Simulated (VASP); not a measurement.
# ZnO (P6_3mc) in VASP: notebook, part 2 of 2

VASP 6.6.1.

## 4. Single point, PBEsol (biaxial strain in the a-b plane: -2.0 %, then relaxed in part)

File INCAR:

```
ALGO = Normal
EDIFF = 1E-6
ENCUT = 520
GGA = PS
ISIF = 2
ISMEAR = 0
LASPH = T
LCHARG = T
LELF = T
LREAL = F
LVHAR = T
LWAVE = F
NBANDS = 26
NELM = 80
PREC = Accurate
SIGMA = 0.02
```

File KPOINTS:

```
k-points
0
Gamma
  9 9 6
```

File POSCAR:

```
ZnO
1.0
    3.1659064171      0.0000000000      0.0000000000
   -1.5829532085      2.7417553832      0.0000000000
    0.0000000000      0.0000000000      5.3164627934
Zn O
2 2
Direct
    0.6666666667      0.3333333333      0.5058056540
    0.3333333333      0.6666666667      0.0058056540
    0.6666666667      0.3333333333      0.8745043460
    0.3333333333      0.6666666667      0.3745043460
```

Potentials or basis: VASP PAW PBE potentials, release 64 (Zn, O).

On the command line:

```
> cat potpaw_PBE.64/Zn/POTCAR potpaw_PBE.64/O/POTCAR > POTCAR
> mpirun -np 1 vasp_std > vasp.out
```

OUTCAR:

```text
EDIFF = 1E-6
   ENCUT = 520
   GGA = PS
   ISIF = 2
   ISMEAR = 0
   LASPH = T
   LREAL = F
   NELM = 80
   PREC = Accurate

 ion  position               nearest neighbor table
   1  0.667  0.333  0.506-   4 1.96   4 1.96   4 1.96   3 1.96
   2  0.333  0.667  0.006-   3 1.96   3 1.96   3 1.96   4 1.96
   3  0.667  0.333  0.875-   2 1.96   2 1.96   2 1.96   1 1.96
   4  0.333  0.667  0.375-   1 1.96   1 1.96   1 1.96   2 1.96

  LATTYP: Found a hexagonal cell.
 ALAT       =     3.1659064171
 C/A-ratio  =     1.6792861484

  Lattice vectors:

 A1 = (   3.1659064171,   0.0000000000,   0.0000000000)
 A2 = (  -1.5829532085,   2.7417553832,   0.0000000000)
 A3 = (   0.0000000000,   0.0000000000,   5.3164627934)

Analysis of symmetry for initial positions (statically):
=====================================================================
 Subroutine PRICEL returns:
 Original cell was already a primitive cell.

 Routine SETGRP: Setting up the symmetry group for a
 hexagonal supercell.

 Subroutine GETGRP returns: Found 12 space group operations
 (whereof  6 operations were pure point group operations)
 out of a pool of 24 trial point group operations.

The static configuration has the point symmetry C_3v.
 The point group associated with its full space group is C_6v.

Analysis of symmetry for dynamics (positions and initial velocities):
=====================================================================
 Subroutine PRICEL returns:
 Original cell was already a primitive cell.

 Routine SETGRP: Setting up the symmetry group for a
 hexagonal supercell.

 Subroutine GETGRP returns: Found 12 space group operations
 (whereof  6 operations were pure point group operations)
 out of a pool of 24 trial point group operations.

[... 115 lines left out ...]
   PSTRESS=    0.0 pullay stress
   NELECT =      36.0000    total number of electrons
   NUPDOWN=      -1.0000    fix difference up-down
   EMIN   =  10.00;   EMAX   =-10.00  energy-range for DOS
   EFERMI =   0.00;   METHOD = LEGACY
   ISMEAR =     0;   SIGMA  =   0.02  broadening in eV -4-tet -1-fermi 0-gaus
   EFERMI_NEDOS =   21; number of points for ismear=-14 and -15
   IALGO  =     38    algorithm
   IMIX   =      4    mixing-type and parameters
     AMIX     =   0.40;   BMIX     =  1.00
     AMIX_MAG =   1.60;   BMIX_MAG =  1.00
  volume/ion in A,a.u.               =      11.54        77.85
  Fermi-wavevector in a.u.,A,eV,Ry     =   1.507044  2.847899 30.901285  2.271180
  Thomas-Fermi vector in A             =   2.617681
   LORBIT       =      0    0 simple, 1 ext, 2 COOP (PROOUT), +10 PAW based schemes
   GGA     = PS    functional components
   LHFCALC =     F    Hartree Fock is set to
   AEXX    =    0.0000 exact exchange contribution
   IVDW    =     0    specifies the selected vdW correction
   LEPSILON=     F    determine dielectric tensor
   LRPA    =     F    only Hartree local field effects (RPA)
 non-spin polarized calculation
 Gauss-broadening in eV      SIGMA  =   0.02
  energy-cutoff  :      520.00
  volume of cell :       46.15
 maximum number of plane-waves:      1266
 NGX is ok and might be reduce to    24
   NGX = 11   NGY = 11   NGZ = 19

 number of electron      35.9999939 magnetization

 Free energy of the ion-electron system (eV)
  ---------------------------------------------------
  ext. energy  EPLUGINS =         0.00000000
  ---------------------------------------------------
  free energy    TOTEN  =       -19.37822348 eV

  energy without entropy =      -19.37822348  energy(sigma->0) =      -19.37822348

 E-fermi :   1.5226     XC(G=0): -11.3585

 val. band max:        1.3585652133   @ k =   0.0000   0.0000   0.0000
 cond. band min:       2.0175676794   @ k =   0.0000   0.0000   0.0000
 fundamental gap:      0.6590024661
 Fermi energy:         1.5225654793

 k-point     1 :       0.0000    0.0000    0.0000
  band No.  band energies     occupation
      1     -16.9585      2.00000
      2     -16.2231      2.00000
      3      -4.7963      2.00000
      4      -4.6143      2.00000
      5      -4.5013      2.00000
      6      -4.5013      2.00000
[... 685 lines left out ...]
     25      14.7493      0.00000
     26      15.9354      0.00000

 [... further k-points ...]
[... 5 lines left out ...]
  --------------------------------------------------------------------------------------
  -------------------------------------------------------------------------------------
  Total        1.5563645      1.5563645      0.2899726      0.0000000      0.0000000      0.0000000
  in kB       54.0346490     54.0346490     10.0674155      0.0000000      0.0000000      0.0000000
  external PRESSURE =      39.3789045 kB  Pullay stress =       0.0000000 kB

 VOLUME and BASIS-vectors are now :
 -----------------------------------------------------------------------------
  energy-cutoff  :      520.00
  volume of cell :       46.15
      direct lattice vectors                 reciprocal lattice vectors
     3.165906417  0.000000000  0.000000000     0.315865306  0.182364920  0.000000000
    -1.582953208  2.741755383  0.000000000     0.000000000  0.364729839  0.000000000
     0.000000000  0.000000000  5.316462793     0.000000000  0.000000000  0.188094987

 POSITION                                       TOTAL-FORCE (eV/Angst)
 -----------------------------------------------------------------------------------
      1.58295      0.91392      2.68910         0.000000      0.000000      0.009191
     -0.00000      1.82784      0.03087        -0.000000     -0.000000      0.009191
      1.58295      0.91392      4.64927         0.000000      0.000000     -0.009191
     -0.00000      1.82784      1.99104        -0.000000      0.000000     -0.009191
 -----------------------------------------------------------------------------------
    total drift:                                0.000000      0.000001     -0.000766

  FREE ENERGIE OF THE ION-ELECTRON SYSTEM (eV)
  ---------------------------------------------------
  free  energy   TOTEN  =       -19.3782234755 eV

  energy  without entropy=      -19.3782234755  energy(sigma->0) =      -19.37822348
```

Run time: 32 s. Hardware: 1 thread of Intel Xeon Platinum 8488C (Sapphire Rapids), shared host; peak memory 0.18 GiB.

What came out:

| Item | Value |
| --- | --- |
| Free energy | -19.3782 eV |
| Pressure | 3.9 GPa |
| Largest force | 0.009 eV/Å |
| Band gap on the k mesh | 0.66 eV, direct |

Forces on the atoms (eV/Å):
```
Zn   0.000  0.000  0.009
Zn   0.000  0.000  0.009
O    0.000  0.000 -0.009
O    0.000  0.000 -0.009
```

Stress tensor (GPa, compression positive):
```
5.40 0.00 0.00
0.00 5.40 0.00
0.00 0.00 1.01
```

Caveat: the cell differs from its parent crystal (biaxial strain in the a-b plane: -2.0 %, then relaxed in part); the PAW data sets were made with another functional, which shifts forces and pressure a little.

## 5. Single point, PBEsol (biaxial strain in the a-b plane: -2.0 %)

File INCAR:

```
SYSTEM = ZnO
PREC     = Accurate       ! precision mode
ENCUT    = 520            ! plane-wave cutoff, eV
EDIFF    = 1E-6           ! SCF threshold, eV
ISMEAR   = 0              ! smearing method
SIGMA    = 0.02           ! smearing width, eV
LREAL    = .False.        ! projectors in reciprocal space
LASPH    = .True.         ! aspherical terms in the spheres
NELM     = 100            ! most SCF steps
ALGO     = Normal         ! electronic algorithm
ISIF     = 2              ! what is computed and relaxed
LWAVE    = .False.        ! write WAVECAR
LCHARG   = .False.        ! write CHGCAR
GGA      = PS             ! functional
NBANDS   = 26             ! bands
```

File KPOINTS:

```
regular mesh
0
Gamma
  9 9 6
  0 0 0
```

File POSCAR:

```
ZnO
1.0
    3.1659064171      0.0000000000      0.0000000000
   -1.5829532085      2.7417553832      0.0000000000
    0.0000000000      0.0000000000      5.2765035266
Zn O
2 2
Direct
    0.6666666667      0.3333333333      0.5006385776
    0.3333333333      0.6666666667      0.0006385776
    0.6666666667      0.3333333333      0.8796714224
    0.3333333333      0.6666666667      0.3796714224
```

Potentials or basis: VASP PAW PBE potentials, release 64 (Zn, O).

On the command line:

```
> cat potpaw_PBE.64/Zn/POTCAR potpaw_PBE.64/O/POTCAR > POTCAR
> mpirun -np 1 vasp_std > vasp.out
```

OUTCAR:

```text
SYSTEM = ZnO
   PREC = Accurate
   ENCUT = 520
   EDIFF = 1E-6
   ISMEAR = 0
   LREAL = .False.
   LASPH = .True.
   NELM = 100
   ISIF = 2
   GGA = PS

 ion  position               nearest neighbor table
   1  0.667  0.333  0.501-   4 1.94   4 1.94   4 1.94   3 2.00
   2  0.333  0.667  0.001-   3 1.94   3 1.94   3 1.94   4 2.00
   3  0.667  0.333  0.880-   2 1.94   2 1.94   2 1.94   1 2.00
   4  0.333  0.667  0.380-   1 1.94   1 1.94   1 1.94   2 2.00

  LATTYP: Found a hexagonal cell.
 ALAT       =     3.1659064171
 C/A-ratio  =     1.6666644024

  Lattice vectors:

 A1 = (   3.1659064171,   0.0000000000,   0.0000000000)
 A2 = (  -1.5829532085,   2.7417553832,   0.0000000000)
 A3 = (   0.0000000000,   0.0000000000,   5.2765035266)

Analysis of symmetry for initial positions (statically):
=====================================================================
 Subroutine PRICEL returns:
 Original cell was already a primitive cell.

 Routine SETGRP: Setting up the symmetry group for a
 hexagonal supercell.

 Subroutine GETGRP returns: Found 12 space group operations
 (whereof  6 operations were pure point group operations)
 out of a pool of 24 trial point group operations.

The static configuration has the point symmetry C_3v.
 The point group associated with its full space group is C_6v.

Analysis of symmetry for dynamics (positions and initial velocities):
=====================================================================
 Subroutine PRICEL returns:
 Original cell was already a primitive cell.

 Routine SETGRP: Setting up the symmetry group for a
 hexagonal supercell.

 Subroutine GETGRP returns: Found 12 space group operations
 (whereof  6 operations were pure point group operations)
 out of a pool of 24 trial point group operations.
[... 121 lines left out ...]
   ISMEAR =     0;   SIGMA  =   0.02  broadening in eV -4-tet -1-fermi 0-gaus
   EFERMI_NEDOS =   21; number of points for ismear=-14 and -15
   IALGO  =     38    algorithm
   IMIX   =      4    mixing-type and parameters
     AMIX     =   0.40;   BMIX     =  1.00
     AMIX_MAG =   1.60;   BMIX_MAG =  1.00
  volume/ion in A,a.u.               =      11.45        77.27
  Fermi-wavevector in a.u.,A,eV,Ry     =   1.510838  2.855070 31.057100  2.282632
  Thomas-Fermi vector in A             =   2.620975
   LORBIT       =      0    0 simple, 1 ext, 2 COOP (PROOUT), +10 PAW based schemes
   GGA     = PS    functional components
   LHFCALC =     F    Hartree Fock is set to
   AEXX    =    0.0000 exact exchange contribution
   IVDW    =     0    specifies the selected vdW correction
   LEPSILON=     F    determine dielectric tensor
   LRPA    =     F    only Hartree local field effects (RPA)
 non-spin polarized calculation
 Gauss-broadening in eV      SIGMA  =   0.02
  energy-cutoff  :      520.00
  volume of cell :       45.80
 maximum number of plane-waves:      1266
 NGX is ok and might be reduce to    24
   NGX = 11   NGY = 11   NGZ = 19

 number of electron      35.9999988 magnetization

 Free energy of the ion-electron system (eV)
  ---------------------------------------------------
  ext. energy  EPLUGINS =         0.00000000
  ---------------------------------------------------
  free energy    TOTEN  =       -19.35767054 eV

  energy without entropy =      -19.35767054  energy(sigma->0) =      -19.35767054

 E-fermi :   1.5909     XC(G=0): -11.3954

 val. band max:        1.4507491901   @ k =   0.0000   0.0000   0.0000
 cond. band min:       2.1249737303   @ k =   0.0000   0.0000   0.0000
 fundamental gap:      0.6742245402
 Fermi energy:         1.5908660270

 k-point     1 :       0.0000    0.0000    0.0000
  band No.  band energies     occupation
      1     -16.9616      2.00000
      2     -16.2158      2.00000
      3      -4.6977      2.00000
      4      -4.5300      2.00000
      5      -4.5300      2.00000
      6      -4.4690      2.00000
[... 685 lines left out ...]
     25      14.7967      0.00000
     26      16.0996      0.00000

 [... further k-points ...]

------------------------ aborting loop because EDIFF is reached ----------------------------------------

  FORCE on cell =-STRESS in cart. coord.  units (eV):
  Direction    XX          YY          ZZ          XY          YZ          ZX
  --------------------------------------------------------------------------------------
  -------------------------------------------------------------------------------------
  Total        2.3961947      2.3961947      0.0683096      0.0000000      0.0000000      0.0000000
  in kB       83.8223187     83.8223187      2.3895663      0.0000000      0.0000000      0.0000000
  external PRESSURE =      56.6780679 kB  Pullay stress =       0.0000000 kB

 VOLUME and BASIS-vectors are now :
 -----------------------------------------------------------------------------
  energy-cutoff  :      520.00
  volume of cell :       45.80
      direct lattice vectors                 reciprocal lattice vectors
     3.165906417  0.000000000  0.000000000     0.315865306  0.182364920  0.000000000
    -1.582953208  2.741755383  0.000000000     0.000000000  0.364729839  0.000000000
     0.000000000  0.000000000  5.276503527     0.000000000  0.000000000  0.189519441

 POSITION                                       TOTAL-FORCE (eV/Angst)
 -----------------------------------------------------------------------------------
      1.58295      0.91392      2.64162         0.000000     -0.000000      0.320108
     -0.00000      1.82784      0.00337        -0.000000     -0.000000      0.320108
      1.58295      0.91392      4.64159         0.000000     -0.000000     -0.320108
     -0.00000      1.82784      2.00334        -0.000000      0.000000     -0.320108
 -----------------------------------------------------------------------------------
    total drift:                                0.000001      0.000001     -0.000917

  FREE ENERGIE OF THE ION-ELECTRON SYSTEM (eV)
  ---------------------------------------------------
  free  energy   TOTEN  =       -19.3576705381 eV

  energy  without entropy=      -19.3576705381  energy(sigma->0) =      -19.35767054
```

stdout:

```text
POSCAR found type information on POSCAR ZnO
 POSCAR found :  2 types and       4 ions
 scaLAPACK will be used
 -----------------------------------------------------------------------------
|                                                                             |
|                                                                             |
|     You enforced a specific xc type in the INCAR file but a different       |
|     I HOPE YOU KNOW WHAT YOU ARE DOING!                                     |
|                                                                             |
 -----------------------------------------------------------------------------

 LDA part: xc-table for (Slater+PW92), standard interpolation
 POSCAR, INCAR and KPOINTS ok, starting setup
 FFT: planning ... GRIDC
 FFT: planning ... GRID_SOFT
 FFT: planning ... GRID
 WAVECAR not read
 entering main loop
```

It took 35 s on 1 thread of Intel Xeon Platinum 8488C (Sapphire Rapids), shared host; peak memory 0.19 GiB.

Results:

```yaml
Free_energy: -19.3577 eV
Pressure: 5.7 GPa
Largest_force: 0.320 eV/Å
Band_gap_on_the_k_mesh: 0.67 eV, direct
```

Forces in eV/Å, atoms in the order of the input:
```
Zn   0.000  0.000  0.320
Zn   0.000  0.000  0.320
O    0.000  0.000 -0.320
O    0.000  0.000 -0.320
```

Stress tensor (GPa, compression positive):
```
8.38 0.00 0.00
0.00 8.38 0.00
0.00 0.00 0.24
```

Caveat: the cell differs from its parent crystal (biaxial strain in the a-b plane: -2.0 %); the PAW data sets were made with another functional, which shifts forces and pressure a little.

## 6. The runs side by side

```csv
cell,gap on the mesh (eV),pressure (GPa),largest force (eV/Å)
"a = 3.101, b = 3.101, c = 5.415 Å, angles 90.0, 90.0, 120.0°, 4 atoms",0.62,7.2,0.02
"a = 3.166, b = 3.166, c = 5.316 Å, angles 90.0, 90.0, 120.0°, 4 atoms",0.66,3.9,0.01
"a = 3.166, b = 3.166, c = 5.277 Å, angles 90.0, 90.0, 120.0°, 4 atoms",0.67,5.7,0.32
```

Alike in all rows: task single point; level PBEsol; potentials or basis VASP PAW PBE potentials, release 64 (Zn, O); no spin polarisation; k mesh 9 × 9 × 6; cutoff (eV) 520; smearing gaussian 0.02 eV.

Caveats: the PAW data sets were made with another functional, which shifts forces and pressure a little.

Absolute energies hang on the potentials; compare differences alone.
